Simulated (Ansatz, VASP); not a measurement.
**Two plane-wave programs on ZnO**

The input INCAR:

```
  PREC = Accurate
  ENCUT = 520
  EDIFF = 1E-6
  ISMEAR = 0
  SIGMA = 0.05
  LREAL = False
  LASPH = True
  NELM = 100
  ALGO = Normal
  ISIF = 2
  LWAVE = False
  LCHARG = True
  LELF = True
  LVHAR = True
  NBANDS = 16
```

KPOINTS

```
regular mesh
0
Gamma
  12 12 12
```

POSCAR

```
ZnO
1.0
    0.0000000000      2.1694420000      2.2236780500
    2.1694420000      0.0000000000      2.2236780500
    2.1694420000      2.1694420000      0.0000000000
Zn O
1 1
Direct
    0.0000000000      0.0000000000      0.0000000000
    0.5000000000      0.5000000000      0.5000000000
```

Input for Ansatz:

```yaml
crystal:
  lattice:
    - [0.0, 2.169442, 2.22367805]
    - [2.169442, 0.0, 2.22367805]
    - [2.169442, 2.169442, 0.0]
  atoms:
    - { symbol: Zn, position: [0.0, 0.0, 0.0] }
    - { symbol: O, position: [0.5, 0.5, 0.5] }
basis:
  ecutwfc: 420
kpoints:
  mp_grid: { grid: [12, 12, 12] }
hamiltonian:
  xc: lda
scf:
  occupations: { method: gaussian, width: 0.05 }
output:
  forces: true
  stress: true
  eigenvalues: true
```

Change from the starting cell: strain +0.000 along x and y, +0.025 along z, atoms carried along.

Alike in both runs: task single point; functional LDA; k mesh 12 × 12 × 12; occupations gaussian, width 0.05 eV; no spin polarisation.

|  | VASP | Ansatz |
| --- | --- | --- |
| version | VASP 6.6.1 | Ansatz 0.2.0 |
| potentials or method | VASP PAW LDA potentials, release 64 (Zn, O), cutoff 520 eV | scalar-relativistic, plane waves, PAW |
| valence electrons in the cell | 18 | 18 |

```csv
,VASP,Ansatz,Ansatz less VASP
gap on the k mesh at the Fermi level (eV),0.52,0.52,-0.001
least direct gap on the mesh (eV),1.63,1.64,+0.004
pressure (GPa),-17.0,-18.0,-0.97
"traceless stress, the component that is largest in VASP (GPa)",-0.39,-0.28,+0.110
```

LDA's correlation is that of Perdew and Zunger in VASP and of Perdew and Wang (1992) in Ansatz.
